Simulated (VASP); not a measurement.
A run of VASP 6.6.1 is set up as follows.

Contents of INCAR:

```
SYSTEM = Ta
PREC = Accurate
ENCUT = 520
EDIFF = 1E-6
ISMEAR = 0
SIGMA = 0.15
LREAL = .False.
LASPH = .True.
NELM = 100
ALGO = Fast
ISIF = 2
LWAVE = .False.
LCHARG = .False.
GGA = PS
NBANDS = 12
```

The input KPOINTS:

```
regular mesh
0
Gamma
  22 22 22
  0 0 0
```

POSCAR

```
Ta
1.0
   -1.4857824155      1.4857824155      2.1588418497
    1.4857824155     -1.4857824155      2.1588418497
    1.4857824155      1.4857824155     -2.1588418497
Ta
1
Direct
    0.0000000000      0.0000000000      0.0000000000
```

Potentials or basis: VASP PAW PBE potentials, release 64 (Ta_pv).

The run is started by

```sh
$ cat potpaw_PBE.64/Ta_pv/POTCAR > POTCAR
$ mpirun -np 1 vasp_std > vasp.out
```

Estimate the band gap on the k mesh.

zero (an odd number of electrons rules out a gap without spin polarisation).

Predict the pressure.

-8.6 GPa.

Stress tensor (GPa, compression positive):
```
-9.62  0.00  0.00
 0.00 -9.62  0.00
 0.00  0.00 -6.49
```

Caveat: the cell stands under tension; the PAW data sets were made with another functional, which shifts forces and pressure a little; spin-orbit coupling is left out, which moves the levels of the heavy elements.
